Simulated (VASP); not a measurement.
Here is a VASP 6.6.1 calculation.

File INCAR:

```
ALGO     = Normal         # electronic algorithm
EDIFF    = 1E-6           # SCF threshold, eV
ENCUT    = 520            # plane-wave cutoff, eV
GGA      = PE             # functional
ISIF     = 2              # what is computed and relaxed
ISMEAR   = 0              # smearing method
LASPH    = T              # aspherical terms in the spheres
LCHARG   = F              # write CHGCAR
LREAL    = F              # projectors in reciprocal space
LWAVE    = F              # write WAVECAR
NBANDS   = 30             # bands
NELM     = 100            # most SCF steps
PREC     = Accurate       # precision mode
SIGMA    = 0.05           # smearing width, eV
```

KPOINTS

```
k-points
0
Gamma
  8 8 8
```

Contents of POSCAR:

```
ZrAg3
1.0
    4.2439588339      0.0000000000      0.0000000000
    0.0000000000      4.2439588339      0.0000000000
    0.0000000000      0.0000000000      4.2439588339
Zr Ag
1 3
Direct
    0.0000000000      0.0000000000      0.0000000000
    0.0000000000      0.5000000000      0.5000000000
    0.5000000000      0.5000000000      0.0000000000
    0.5000000000      0.0000000000      0.5000000000
```

Potentials or basis: VASP PAW PBE potentials, release 64 (Zr_sv, Ag).

Launch:

```bash
$ cat potpaw_PBE.64/Zr_sv/POTCAR potpaw_PBE.64/Ag/POTCAR > POTCAR
$ mpirun -np 1 vasp_std > vasp.out
```

Q: Predict the band gap on the k mesh.

A: Zero (an odd number of electrons rules out a gap without spin polarisation).

Q: What does it give for the pressure?

A: 2.0 GPa.
